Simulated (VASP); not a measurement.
Here is a VASP 6.6.1 calculation.

The input INCAR:

```
SYSTEM = Ru
ALGO = Normal
EDIFF = 1E-7
ENCUT = 520
GGA = CA
ISIF = 2
ISMEAR = -1
LASPH = .TRUE.
LCHARG = .TRUE.
LELF = .TRUE.
LREAL = .FALSE.
LVHAR = .TRUE.
LWAVE = .FALSE.
NBANDS = 21
NELM = 80
PREC = Accurate
SIGMA = 0.05
```

File KPOINTS:

```
k-points
0
G
  10 10 5
  0 0 0
```

Contents of POSCAR:

```
Ru
1.0
    2.6635345878      0.0000000000      0.0000000000
   -1.3317672939      2.3066886169      0.0000000000
    0.0000000000      0.0000000000      4.2150154283
Ru
2
Direct
    0.3333333333      0.6666666667      0.2500000000
    0.6666666667      0.3333333333      0.7500000000
```

Potentials or basis: VASP PAW LDA potentials, release 64 (Ru_pv).

Command:

```bash
$ cat potpaw_LDA.64/Ru_pv/POTCAR > POTCAR
$ mpirun -np 1 vasp_std > vasp.out
```

Problem. Predict the band gap on the k mesh.

Solution. Zero (band 14 reaches 15.18 eV, above the bottom of band 15 at 11.85 eV).

Problem. What does it give for the pressure?

Solution. 5.1 GPa.

Stress tensor (GPa, compression positive):
```
6.55 0.00 0.00
0.00 6.55 0.00
0.00 0.00 2.19
```
